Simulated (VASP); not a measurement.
A run of VASP 6.6.1:

The input POSCAR:

```
AlN
1.0
   -3.1066653375      0.0000000000      0.0000000000
   -1.5533326688     -2.6904511034      0.0000000000
    0.0000000000      0.0000000000     10.4568096770
Al N
4 4
Direct
    0.3333333333      0.3333333333      0.6232964432
    0.3333333333      0.3333333333      0.1472043088
    0.6666666667      0.6666666667      0.8613425104
    0.6666666667      0.6666666667      0.3852503760
    0.3333333333      0.3333333333      0.8049799601
    0.3333333333      0.3333333333      0.3288878257
    0.6666666667      0.6666666667      0.0908417585
    0.6666666667      0.6666666667      0.5669338929
```

The input INCAR.step1:

```
SYSTEM = AlN
ALGO = Normal
EDIFF = 1E-4
ENCUT = 520
GGA = PE
ISMEAR = 0
LASPH = .True.
LCHARG = .False.
LREAL = .False.
LWAVE = .True.
NBANDS = 26
NELM = 100
PREC = Accurate
SIGMA = 0.05
```

INCAR.step2

```
SYSTEM = AlN
ALGO = Normal
EDIFF = 1E-7
ENCUT = 520
ISIF = 2
ISMEAR = 0
ISTART = 1
LASPH = .True.
LCHARG = .False.
LMIXTAU = .True.
LREAL = .False.
LWAVE = .False.
METAGGA = R2SCAN
NBANDS = 26
NELM = 100
PREC = Accurate
SIGMA = 0.05
```

KPOINTS

```
k-points
0
Gamma
  8 8 3
  0 0 0
```

Potentials or basis: VASP PAW PBE potentials, release 64 (Al, N).

Launch:

```bash
$ cat potpaw_PBE.64/Al/POTCAR potpaw_PBE.64/N/POTCAR > POTCAR
$ cp INCAR.step1 INCAR
$ mpirun -np 1 vasp_std > vasp.out
$ cp INCAR.step2 INCAR
$ mpirun -np 1 vasp_std > vasp.out
```

Hardware: 1 thread of Intel(R) Xeon(R) Platinum 8259CL CPU @ 2.50GHz (Skylake/Cascade Lake) (shared host).

Task: How long does it take, and how much memory?

Result: Run time: 3 min on 1 thread of Intel(R) Xeon(R) Platinum 8259CL CPU @ 2.50GHz (Skylake/Cascade Lake) (shared host), peak memory 0.22 GiB. Counts: k points 25.
